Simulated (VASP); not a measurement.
Set up this calculation in VASP 6.6.1, as the native input.

```
Task                   : single point
Functional             : PBEsol
Potentials or basis    : VASP PAW PBE potentials, release 64 (Au)
Cutoff                 : 520 eV
k mesh                 : 20 × 20 × 20
Occupations            : gaussian, width 0.15 eV
Spin                   : no spin polarisation
Dipole correction      : no
Further INCAR settings : ALGO = Normal; EDIFF = 1e-06; NBANDS = 12
```

The structure of Au lies in POSCAR:

```
Au
1.0
    0.0000000000      2.1273200000      2.1273200000
    2.1273200000      0.0000000000      2.1273200000
    2.1273200000      2.1273200000      0.0000000000
Au
1
Direct
    0.0000000000      0.0000000000      0.0000000000
```

This cell differs from its parent crystal: strain +0.040 along x and y, +0.040 along z.

These files were run (other wordings do the same):

INCAR

```
ALGO = Normal
EDIFF = 1E-6
ENCUT = 520
GGA = PS
ISIF = 2
ISMEAR = 0
LASPH = True
LCHARG = False
LREAL = False
LWAVE = False
NBANDS = 12
NELM = 60
PREC = Accurate
SIGMA = 0.15
```

KPOINTS

```
k-points
0
Gamma
  20 20 20
```

Potentials or basis: VASP PAW PBE potentials, release 64 (Au).

Command:

```sh
$ cat potpaw_PBE.64/Au/POTCAR > POTCAR
$ mpirun -np 1 vasp_std > vasp.out
```

It gave:

```
Pressure : -15.2 GPa
```

Caveat: the cell differs from its parent crystal (strain +0.040 along x and y, +0.040 along z); the PAW data sets were made with another functional, which shifts forces and pressure a little.

It took 15 s on 1 thread of Intel(R) Xeon(R) 6975P-C (Granite Rapids), on a shared host, peak memory 0.18 GiB.
